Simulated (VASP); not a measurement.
Runs of VASP 6.6.1 on Zr. The structure is that of space group Fm-3m (No. 225), or close to it. The cells are those of the table. This isn't the form of Zr at room conditions, which is hcp.

```tsv
level	cell	k mesh	smearing	gap on the mesh (eV)	pressure (GPa)
r2SCAN	a = 3.245 Å, angles 60.0°, 1 atom	13 × 13 × 13	fermi-dirac 0.1 eV	none	(a)
PBE	a = 3.159 Å, angles 60.0°, 1 atom	41 × 41 × 41	fermi-dirac 0.0612256 eV	none	3.9
PBE	a = 3.137 Å, angles 60.0°, 1 atom	41 × 41 × 41	fermi-dirac 0.0612256 eV	none	(b)
r2SCAN	a = 3.213 Å, angles 60.0°, 1 atom	13 × 13 × 13	fermi-dirac 0.1 eV	none	-0.3
r2SCAN	a = 3.148 Å, angles 60.0°, 1 atom	13 × 13 × 13	fermi-dirac 0.1 eV	none	5.7
```

Alike in all rows: task single point; potentials or basis VASP PAW PBE potentials, release 64 (Zr_sv); no spin polarisation; cutoff (eV) 520.

Q: Fill in the values left out.

A: (a) -2.7; (b) 6.1.

Caveats: the PAW data sets were made with another functional, which shifts forces and pressure a little (at least some runs); the cell stands under pressure (at least some runs).

A k mesh can miss the band edges, and the runs leave out spin-orbit coupling on Zr.

A gap of «none» marks levels without a gap at the run's occupations.
